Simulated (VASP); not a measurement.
A run of VASP 6.6.1 is set up as follows.

File INCAR:

```
SYSTEM = Tb
PREC = Accurate
ENCUT = 520
EDIFF = 1E-6
ISMEAR = -1
SIGMA = 0.05
LREAL = .False.
LASPH = .True.
NELM = 150
ALGO = Normal
ISIF = 2
LWAVE = .False.
LCHARG = .False.
ISPIN = 2
MAGMOM = 6
LORBIT = 11
LMAXMIX = 6
GGA = PE
NBANDS = 20
```

Contents of KPOINTS:

```
regular mesh
0
Gamma
  6 6 6
  0 0 0
```

File POSCAR:

```
Tb
1.0
   -2.0100000000      2.0100000000      2.0100000000
    2.0100000000     -2.0100000000      2.0100000000
    2.0100000000      2.0100000000     -2.0100000000
Tb
1
Direct
    0.0000000000      0.0000000000      0.0000000000
```

Potentials or basis: VASP PAW PBE potentials, release 64 (Tb).

The run is started by

```sh
$ cat potpaw_PBE.64/Tb/POTCAR > POTCAR
$ mpirun -np 1 vasp_std > vasp.out
```

Q: Predict the net moment.

A: 5.75 μB per cell.

Q: Estimate the pressure.

A: 0.2 GPa.

Q: What does it give for the site moments?

A: Tb +5.63 μB.

Caveat: the k points lie up to 0.37 Å⁻¹ apart; the magnetic or orbital state may not be the lowest. The state reached can hang on the start; a lower one may exist.
